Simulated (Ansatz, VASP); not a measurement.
## ScAl3 in VASP and in Ansatz

```
Sc Al
1.0
     3.00920    0.00000    0.00000
    -1.50460    2.60604    0.00000
     0.00000    0.00000    9.41784
Sc Al
1 3
Direct
  0.66667 0.33333 0.50000
  0.33333 0.66667 0.75885
  0.33333 0.66667 0.24115
  0.66667 0.33333 0.00000
```

Alike in both runs: functional PBE; k mesh 6 × 6 × 2; occupations gaussian, width 0.1 eV; no spin polarisation.

Ansatz relaxed the structure, and its values are those at the end. VASP's run is a single point on that final structure, the one shown.

|  | VASP | Ansatz |
| --- | --- | --- |
| version | VASP 6.6.1 | Ansatz 0.2.0 |
| potentials or method | VASP PAW PBE potentials, release 64 (Sc_sv, Al), cutoff 520 eV | scalar-relativistic, plane waves, PAW |
| valence electrons in the cell | 20 | 20 |

Ansatz gave:

```
gap on the k mesh at the Fermi level (eV) : none
pressure (GPa)                            : 0.1
rms of the force components (eV/Å)        : 0.000
```

Task: Which values does VASP return?

Result: gap on the k mesh at the Fermi level (eV): none; pressure (GPa): 0.1; rms of the force components (eV/Å): 0.004.

A gap of «none» marks a metal or a gap that the smearing closes.

The k mesh is coarse, so the values compare programs but aren't converged.
